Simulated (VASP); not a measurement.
# TaF3 in VASP: a series of runs

The runs below take TaF3 through single point, with PBE.

Program: VASP 6.6.1. These are calculated values, not measurements. Logs are shortened: lines on timing, memory, paths and dates and some standing lists are left out, and cuts for length are marked.

## (1) The cell of the first run

Symmetry: Pm-3m, No. 221, cubic system. Conventional cell: a = 3.960 Å, b = 3.960 Å, c = 3.960 Å, α = 90.00°, β = 90.00°, γ = 90.00°. Ta (site symmetry m-3m) has 6 F at 1.98 Å within 2.6 Å. Within 2.6 Å of F (site symmetry 4/mmm) lie 2 Ta at 1.98 Å.

## (2) Single point, PBE (strain +0.015 along x and y, +0.015 along z)

INCAR

```
SYSTEM = TaF3
PREC = Accurate ; ENCUT = 520
EDIFF = 1E-7 ; ISMEAR = 0
SIGMA = 0.15 ; LREAL = .False.
LASPH = .True. ; NELM = 60
ALGO = Normal ; ISIF = 2
LWAVE = .False. ; LCHARG = .True.
GGA = PE ; LELF = .True.
LVHAR = .True. ; NBANDS = 24
```

KPOINTS

```
Automatic mesh
0
Gamma
  12 12 12
  0 0 0
```

POSCAR

```
TaF3
1.0
    3.9597180000      0.0000000000      0.0000000000
    0.0000000000      3.9597180000      0.0000000000
    0.0000000000      0.0000000000      3.9597180000
Ta F
1 3
Direct
    0.0000000000      0.0000000000      0.0000000000
    0.5000000000      0.0000000000      0.0000000000
    0.0000000000      0.5000000000      0.0000000000
    0.0000000000      0.0000000000      0.5000000000
```

Potentials or basis: VASP PAW PBE potentials, release 64 (Ta_pv, F).

Launch:

```console
$ cat potpaw_PBE.64/Ta_pv/POTCAR potpaw_PBE.64/F/POTCAR > POTCAR
$ mpirun -np 1 vasp_std > vasp.out
```

OUTCAR:

```text
SYSTEM = TaF3
   PREC = Accurate
   ENCUT = 520
   EDIFF = 1E-7
   ISMEAR = 0
   LREAL = .False.
   LASPH = .True.
   NELM = 60
   ISIF = 2
   GGA = PE

 ion  position               nearest neighbor table
   1  0.000  0.000  0.000-   2 1.98   3 1.98   4 1.98   4 1.98   3 1.98   2 1.98
   2  0.500  0.000  0.000-   1 1.98   1 1.98
   3  0.000  0.500  0.000-   1 1.98   1 1.98
   4  0.000  0.000  0.500-   1 1.98   1 1.98

  LATTYP: Found a simple cubic cell.
 ALAT       =     3.9597180000

  Lattice vectors:

 A1 = (   3.9597180000,   0.0000000000,   0.0000000000)
 A2 = (   0.0000000000,   3.9597180000,   0.0000000000)
 A3 = (   0.0000000000,   0.0000000000,   3.9597180000)

Analysis of symmetry for initial positions (statically):
=====================================================================
 Subroutine PRICEL returns:
 Original cell was already a primitive cell.

 Routine SETGRP: Setting up the symmetry group for a
 simple cubic supercell.

 Subroutine GETGRP returns: Found 48 space group operations
 (whereof 48 operations were pure point group operations)
 out of a pool of 48 trial point group operations.

The static configuration has the point symmetry O_h .

Analysis of symmetry for dynamics (positions and initial velocities):
=====================================================================
 Subroutine PRICEL returns:
 Original cell was already a primitive cell.

 Routine SETGRP: Setting up the symmetry group for a
 simple cubic supercell.

 Subroutine GETGRP returns: Found 48 space group operations
 (whereof 48 operations were pure point group operations)
 out of a pool of 48 trial point group operations.

The dynamic configuration has the point symmetry O_h .

 Subroutine INISYM returns: Found 48 space group operations
 (whereof 48 operations are pure point group operations),
 and found     1 'primitive' translations

----------------------------------------------------------------------------------------

                                     Primitive cell

  volume of cell :      62.0859

  direct lattice vectors                    reciprocal lattice vectors
     3.959718000  0.000000000  0.000000000     0.252543237  0.000000000  0.000000000
     0.000000000  3.959718000  0.000000000     0.000000000  0.252543237  0.000000000
     0.000000000  0.000000000  3.959718000     0.000000000  0.000000000  0.252543237

  length of vectors
     3.959718000  3.959718000  3.959718000     0.252543237  0.252543237  0.252543237

  position of ions in fractional coordinates (direct lattice)
     0.000000000  0.000000000  0.000000000
     0.500000000  0.000000000  0.000000000
     0.000000000  0.500000000  0.000000000
     0.000000000  0.000000000  0.500000000

  ion indices of the primitive-cell ions
   primitive index   ion index
                 1           1
                 2           2
                 3           3
                 4           4

----------------------------------------------------------------------------------------

 KPOINTS: Automatic mesh

Automatic generation of k-mesh.
 Grid dimensions read from file:
 generate k-points for:   12   12   12

 Generating k-lattice:

  Cartesian coordinates                     Fractional coordinates (reciprocal lattice)
     0.021045270  0.000000000  0.000000000     0.083333333  0.000000000  0.000000000
     0.000000000  0.021045270  0.000000000     0.000000000  0.083333333  0.000000000
     0.000000000  0.000000000  0.021045270     0.000000000  0.000000000  0.083333333

  Length of vectors
     0.021045270  0.021045270  0.021045270

  Shift w.r.t. Gamma in fractional coordinates (k-lattice)
     0.000000000  0.000000000  0.000000000

 Subroutine IBZKPT returns following result:
 ===========================================

 Found     84 irreducible k-points:

 Following reciprocal coordinates:
            Coordinates               Weight
  0.000000  0.000000  0.000000      1.000000
  0.083333  0.000000  0.000000      6.000000
  0.166667  0.000000  0.000000      6.000000
  0.250000  0.000000  0.000000      6.000000
  0.333333  0.000000  0.000000      6.000000
  0.416667  0.000000  0.000000      6.000000
[... 16 lines left out ...]
  0.333333  0.333333  0.000000     12.000000
  0.416667  0.333333  0.000000     24.000000
 [... further k-points ...]
   k-points           NKPTS =     84   k-points in BZ     NKDIM =     84   number of bands    NBANDS=     24
   number of dos      NEDOS =    301   number of ions     NIONS =      4
   total plane-waves  NPLWV =  27000
   dimension x,y,z NGX =    30 NGY =   30 NGZ =   30
   dimension x,y,z NGXF=    60 NGYF=   60 NGZF=   60
   ions per type =               1   3
   NGX,Y,Z   is equivalent  to a cutoff of  12.60, 12.60, 12.60 a.u.
   NGXF,Y,Z  is equivalent  to a cutoff of  25.19, 25.19, 25.19 a.u.
 SYSTEM =  TaF3
   PREC   = accura    normal or accurate (medium, high low for compatibility)
   ISTART =      0    job   : 0-new  1-cont  2-samecut
   ICHARG =      2    charge: 1-file 2-atom 10-const
   ISPIN  =      1    spin polarized calculation?
   LNONCOLLINEAR =      F non collinear calculations
   LSORBIT =      F    spin-orbit coupling
   LASPH  =      T    aspherical Exc in radial PAW
   ENCUT  =  520.0 eV  38.22 Ry    6.18 a.u.   7.36  7.36  7.36*2*pi/ulx,y,z
   NELM   =     60;   NELMIN=  2; NELMDL= -5     # of ELM steps
   EDIFF  = 0.1E-06   stopping-criterion for ELM
   LREAL  =      F    real-space projection
   EDIFFG = 0.1E-05   stopping-criterion for IOM
   NSW    =      0    number of steps for IOM
   IBRION =     -1    ionic relax: 0-MD 1-quasi-New 2-CG
   NFREE  =      0    steps in history (QN), initial steepest desc. (CG)
   ISIF   =      2    stress and relaxation
   ISYM   =      2    0-nonsym 1-usesym 2-fastsym
   POTIM  = 0.5000    time-step for ionic-motion
   TEBEG  =    0.0;   TEEND  =   0.0 temperature during run
   PSTRESS=    0.0 pullay stress
   NELECT =      32.0000    total number of electrons
   NUPDOWN=      -1.0000    fix difference up-down
   EMIN   =  10.00;   EMAX   =-10.00  energy-range for DOS
   EFERMI =   0.00;   METHOD = LEGACY
   ISMEAR =     0;   SIGMA  =   0.15  broadening in eV -4-tet -1-fermi 0-gaus
   EFERMI_NEDOS =   21; number of points for ismear=-14 and -15
   IALGO  =     38    algorithm
   IMIX   =      4    mixing-type and parameters
     AMIX     =   0.40;   BMIX     =  1.00
     AMIX_MAG =   1.60;   BMIX_MAG =  1.00
  volume/ion in A,a.u.               =      15.52       104.74
  Fermi-wavevector in a.u.,A,eV,Ry     =   1.312584  2.480425 23.441175  1.722878
  Thomas-Fermi vector in A             =   2.442966
   LORBIT       =      0    0 simple, 1 ext, 2 COOP (PROOUT), +10 PAW based schemes
   GGA     = PE    functional components
   LHFCALC =     F    Hartree Fock is set to
   AEXX    =    0.0000 exact exchange contribution
   IVDW    =     0    specifies the selected vdW correction
   LEPSILON=     F    determine dielectric tensor
   LRPA    =     F    only Hartree local field effects (RPA)
 non-spin polarized calculation
 Gauss-broadening in eV      SIGMA  =   0.15
  energy-cutoff  :      520.00
  volume of cell :       62.09
 maximum number of plane-waves:      1743
 NGX is ok and might be reduce to    30
   NGX = 15   NGY = 15   NGZ = 15

 number of electron      31.9999962 magnetization

 Free energy of the ion-electron system (eV)
  ---------------------------------------------------
  ext. energy  EPLUGINS =         0.00000000
  ---------------------------------------------------
  free energy    TOTEN  =       -26.40212125 eV

  energy without entropy =      -26.36980530  energy(sigma->0) =      -26.38596328

 E-fermi :   4.5189     XC(G=0):  -8.8276

 val. band max:        4.5169862475   @ k =   0.3333   0.3333   0.0000
 cond. band min:       4.5314084551   @ k =   0.1667   0.0000   0.0000
 fundamental gap:      0.0144222075
 Fermi energy:         4.5188693404

 k-point     1 :       0.0000    0.0000    0.0000
  band No.  band energies     occupation
      1     -32.5003      2.00000
      2     -32.5003      2.00000
      3     -32.5003      2.00000
      4     -24.2021      2.00000
      5     -23.8842      2.00000
      6     -23.8842      2.00000
[... 16 lines left out ...]
     23      13.1807      0.00000
     24      13.1807      0.00000

 k-point     2 :       0.0833    0.0000    0.0000
  band No.  band energies     occupation
      1     -32.5220      2.00000
      2     -32.5000      2.00000
      3     -32.5000      2.00000
      4     -24.1780      2.00000
      5     -23.8833      2.00000
      6     -23.8397      2.00000
[... 16 lines left out ...]
     23      13.1436      0.00000
     24      13.2385      0.00000

 k-point     3 :       0.1667    0.0000    0.0000
  band No.  band energies     occupation
      1     -32.5801      2.00000
      2     -32.4991      2.00000
      3     -32.4991      2.00000
      4     -24.1373      2.00000
      5     -23.8818      2.00000
      6     -23.6937      2.00000
[... 16 lines left out ...]
     23      13.3222      0.00000
     24      13.4019      0.00000

 k-point     4 :       0.2500    0.0000    0.0000
  band No.  band energies     occupation
      1     -32.6570      2.00000
      2     -32.4980      2.00000
      3     -32.4980      2.00000
      4     -24.1112      2.00000
      5     -23.8804      2.00000
      6     -23.4609      2.00000
[... 16 lines left out ...]
     23      13.6297      0.00000
     24      13.6397      0.00000

 k-point     5 :       0.3333    0.0000    0.0000
  band No.  band energies     occupation
      1     -32.7313      2.00000
      2     -32.4968      2.00000
      3     -32.4968      2.00000
      4     -24.0975      2.00000
      5     -23.8789      2.00000
      6     -23.2091      2.00000
[... 451 lines left out ...]
 k-point    22 :       0.5000    0.2500    0.0000
  band No.  band energies     occupation
      1     -32.8005      2.00000
      2     -32.6519      2.00000
      3     -32.4932      2.00000
      4     -23.9914      2.00000
      5     -23.4622      2.00000
      6     -22.9418      2.00000
[... 16 lines left out ...]
     23      12.3309      0.00000
     24      13.0779      0.00000

 k-point    23 :       0.3333    0.3333    0.0000
  band No.  band energies     occupation
      1     -32.7279      2.00000
      2     -32.7269      2.00000
      3     -32.4932      2.00000
      4     -23.9881      2.00000
      5     -23.2318      2.00000
      6     -23.1829      2.00000
[... 16 lines left out ...]
     23      10.8655      0.00000
     24      13.4491      0.00000

 k-point    24 :       0.4167    0.3333    0.0000
  band No.  band energies     occupation
      1     -32.7802      2.00000
      2     -32.7264      2.00000
      3     -32.4924      2.00000
      4     -23.9838      2.00000
      5     -23.2074      2.00000
      6     -23.0122      2.00000
[... 16 lines left out ...]
     23      11.1099      0.00000
     24      12.8593      0.00000

 [... further k-points ...]

------------------------ aborting loop because EDIFF is reached ----------------------------------------

  FORCE on cell =-STRESS in cart. coord.  units (eV):
  Direction    XX          YY          ZZ          XY          YZ          ZX
  --------------------------------------------------------------------------------------
  -------------------------------------------------------------------------------------
  Total        6.6711970      6.6711970      6.6711970      0.0000000      0.0000000      0.0000000
  in kB      172.1557676    172.1557676    172.1557676      0.0000000      0.0000000      0.0000000
  external PRESSURE =     172.1557676 kB  Pullay stress =       0.0000000 kB

 VOLUME and BASIS-vectors are now :
 -----------------------------------------------------------------------------
  energy-cutoff  :      520.00
  volume of cell :       62.09
      direct lattice vectors                 reciprocal lattice vectors
     3.959718000  0.000000000  0.000000000     0.252543237  0.000000000  0.000000000
     0.000000000  3.959718000  0.000000000     0.000000000  0.252543237  0.000000000
     0.000000000  0.000000000  3.959718000     0.000000000  0.000000000  0.252543237

 POSITION                                       TOTAL-FORCE (eV/Angst)
 -----------------------------------------------------------------------------------
      0.00000      0.00000      0.00000         0.000000      0.000000      0.000000
      1.97986      0.00000      0.00000         0.000000      0.000000      0.000000
      0.00000      1.97986      0.00000         0.000000      0.000000      0.000000
      0.00000      0.00000      1.97986         0.000000      0.000000      0.000000
 -----------------------------------------------------------------------------------
    total drift:                                0.000000      0.000000      0.000000

  FREE ENERGIE OF THE ION-ELECTRON SYSTEM (eV)
  ---------------------------------------------------
  free  energy   TOTEN  =       -26.4021212529 eV

  energy  without entropy=      -26.3698052988  energy(sigma->0) =      -26.38596328
```

Run time: 2.2 min. Hardware: 1 thread of Intel Xeon 8259CL, shared host; peak memory 0.25 GiB.

Results:

```yaml
Free_energy: -26.4021 eV
Pressure: 17.2 GPa
Band_gap_on_the_k_mesh: zero (bands 16 and 17 overlap by 2.78 eV)
```

Levels at points of the mesh, in eV from the Fermi level:
| k point | band 14 | band 15 | band 16 | band 17 | band 18 | band 19 |
| --- | --- | --- | --- | --- | --- | --- |
| (0.00, 0.00, 0.00) | -8.94 | -8.94 | -1.15 | -1.15 | -1.15 | -0.39 |
| (0.50, 0.00, 0.00) | -8.93 | -8.93 | -1.08 | 0.33 | 0.33 | 2.11 |
| (0.50, 0.50, 0.00) | -9.30 | -8.32 | 0.42 | 0.42 | 1.39 | 2.98 |
| (0.50, 0.50, 0.50) | -8.32 | -8.32 | 1.62 | 1.62 | 1.62 | 3.91 |

Caveat: the cell differs from its parent crystal (strain +0.015 along x and y, +0.015 along z); the cell stands under pressure; spin-orbit coupling is left out, which moves the levels of the heavy elements.

(Continued in part 2 of 2.)
